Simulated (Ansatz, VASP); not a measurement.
This is a calculation of CdS for VASP 6.6.1.

The input INCAR:

```
ALGO     = Normal         # electronic algorithm
EDIFF    = 1E-6           # SCF threshold, eV
ENCUT    = 520            # plane-wave cutoff, eV
GGA      = PS             # functional
ISIF     = 2              # what is computed and relaxed
ISMEAR   = -1             # smearing method
LASPH    = True           # aspherical terms in the spheres
LCHARG   = True           # write CHGCAR
LELF     = True           # ELF
LREAL    = False          # projectors in reciprocal space
LVHAR    = True         
LWAVE    = False          # write WAVECAR
NBANDS   = 26             # bands
NELM     = 80             # most SCF steps
PREC     = Accurate       # precision mode
SIGMA    = 0.05           # smearing width, eV
```

File KPOINTS:

```
k-points
0
Gamma
  7 7 4
```

The input POSCAR:

```
CdS
1.0
    4.0939120434      0.0000000000      0.0000000000
   -2.0469560217      3.5454318304      0.0000000000
    0.0000000000      0.0000000000      6.6459482979
Cd S
2 2
Direct
    0.6666666667      0.3333333333      0.5000000000
    0.3333333333      0.6666666667      0.0000000000
    0.6666666667      0.3333333333      0.8750000000
    0.3333333333      0.6666666667      0.3750000000
```

Potentials or basis: VASP PAW PBE potentials, release 64 (Cd, S).

Launch:

```bash
$ cat potpaw_PBE.64/Cd/POTCAR potpaw_PBE.64/S/POTCAR > POTCAR
$ mpirun -np 1 vasp_std > vasp.out
```

**Question.** Translate it to Ansatz 0.2.0. Potentials there: all-electron LAPW, scalar-relativistic.

**Answer.** As run (the cutoff follows the program's own potentials):

input.yaml

```yaml
crystal:
  lattice:
    - [4.0939120434, 0.0, 0.0]
    - [-2.0469560217, 3.5454318304, 0.0]
    - [0.0, 0.0, 6.6459482979]
  atoms:
    - { symbol: Cd, position: [0.6666666667, 0.3333333333, 0.5] }
    - { symbol: Cd, position: [0.3333333333, 0.6666666667, 0.0] }
    - { symbol: S, position: [0.6666666667, 0.3333333333, 0.875] }
    - { symbol: S, position: [0.3333333333, 0.6666666667, 0.375] }
kpoints:
  mp_grid: { grid: [7, 7, 4] }
scf:
  occupations: { method: fermi_dirac, width: 0.05 }
hamiltonian:
  xc: pbesol
  pseudopotentials: { kind: all_electron, lapw: { basis_error: 0.001 } }
output:
  forces: true
  stress: true
  eigenvalues: true
```

Potentials or basis: all-electron LAPW, scalar-relativistic.

Run with:

```console
$ ansatz run input.yaml --threads 2 --pin off --max-ram 8192MiB --backend cpu --events-out ev --progress --plain --runs-dir out
```

Both were run:

|  | VASP | Ansatz | Ansatz less VASP |
| --- | --- | --- | --- |
| gap on the k mesh at the Fermi level (eV) | 1.15 | 1.15 | -0.005 |
| least direct gap on the mesh (eV) | 1.15 | 1.15 | -0.005 |
| pressure (GPa) | 2.0 | 1.6 | -0.41 |
| traceless stress, the component that is largest in VASP (GPa) | 0.49 | 0.47 | -0.020 |
| rms of the force components (eV/Å) | 0.043 | 0.042 | -0.0008 |

VASP's potentials were made for PBE, not for PBEsol. Atom by atom the forces differ by 0.001 eV/Å (rms over components). Ansatz ran all-electron here, and VASP with PAW potentials.
